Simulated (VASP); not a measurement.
**TaSi2: single point with PBE**

System: TaSi2.

```
Si Ta
1.0
     7.23895   -0.07896   -0.11399
    -0.07896    7.51485    0.02560
    -0.11399    0.02560    7.39777
Si Ta
16 8
Direct
  0.52555 0.69565 0.40751
  0.58586 0.77530 0.97832
  0.36537 0.95614 0.62332
  0.03116 0.98638 0.56875
  0.74995 0.36389 0.85908
  0.80238 0.83067 0.30775
  0.12217 0.96559 0.14821
  0.23744 0.23226 0.41633
  0.20577 0.57531 0.51270
  0.57189 0.42572 0.17141
  0.49720 0.02570 0.27635
  0.16623 0.75781 0.83959
  0.35978 0.46181 0.88095
  0.66587 0.12415 0.65464
  0.11192 0.31125 0.06228
  0.88326 0.50092 0.38569
  0.83757 0.17926 0.24828
  0.75051 0.67521 0.66474
  0.49259 0.40985 0.55487
  0.03901 0.33738 0.68993
  0.42741 0.08967 0.93649
  0.87237 0.61767 0.04774
  0.88526 0.00071 0.88298
  0.26543 0.60685 0.15612
```

| Property | Result |
| --- | --- |
| Program | VASP 6.6.1 |
| Task | single point |
| Functional | PBE |
| Potentials or basis | VASP PAW PBE potentials, release 64 (Si, Ta_pv) |
| Cutoff | 400 eV |
| k mesh | 1 × 1 × 1, shifted |
| Occupations | fermi-dirac, width 0.1112 eV |
| Spin | no spin polarisation |

The pressure is -3.2 GPa and the largest force is 3.247 eV/Å.

Forces in eV/Å, atoms in the order of the input:
```
Si  -1.114  2.916 -0.894
Si  -1.267  1.273  0.499
Si  -0.452 -1.080 -0.998
Si  -0.617 -0.182 -0.536
Si  -1.558 -0.899  0.642
Si   0.072  0.367  0.647
Si   1.035 -0.706  0.754
Si  -1.752 -0.967 -1.489
Si  -1.169  1.799  0.266
Si   0.500 -0.475  0.094
Si   0.138 -0.405  0.293
Si  -0.819  0.676 -0.284
Si   0.568 -0.895 -1.554
Si   0.203 -0.293 -1.395
Si  -0.249 -0.459 -0.257
Si   0.181  0.285  0.224
Ta  -0.179  0.553  0.768
Ta   1.026  0.203  0.549
Ta   1.530 -2.113  0.971
Ta   0.055 -1.184 -0.951
Ta   0.379 -0.449  0.210
Ta   3.150 -0.664  0.409
Ta  -0.065  0.836  0.971
Ta   0.404  1.864  1.059
```

Stress tensor (GPa, compression positive):
```
-2.47 -1.22  0.67
-1.22 -4.11  0.12
 0.67  0.12 -3.14
```

Levels at points of the mesh, in eV from the Fermi level:
| k point | band 72 | band 73 | band 74 | band 75 | band 76 | band 77 | band 78 | band 79 | band 80 | band 81 |
| --- | --- | --- | --- | --- | --- | --- | --- | --- | --- | --- |
| (0.25, 0.25, 0.25) | -0.68 | -0.57 | -0.36 | -0.27 | -0.11 | 0.06 | 0.48 | 0.52 | 0.59 | 0.68 |

Wall time 80 s on 1 thread of AMD EPYC 7R13 Processor (Zen 3), with other jobs on the host, peak memory 0.29 GiB.

Caveat: the atoms stand as in a frame of molecular dynamics; spin-orbit coupling is left out, which moves the levels of the heavy elements.
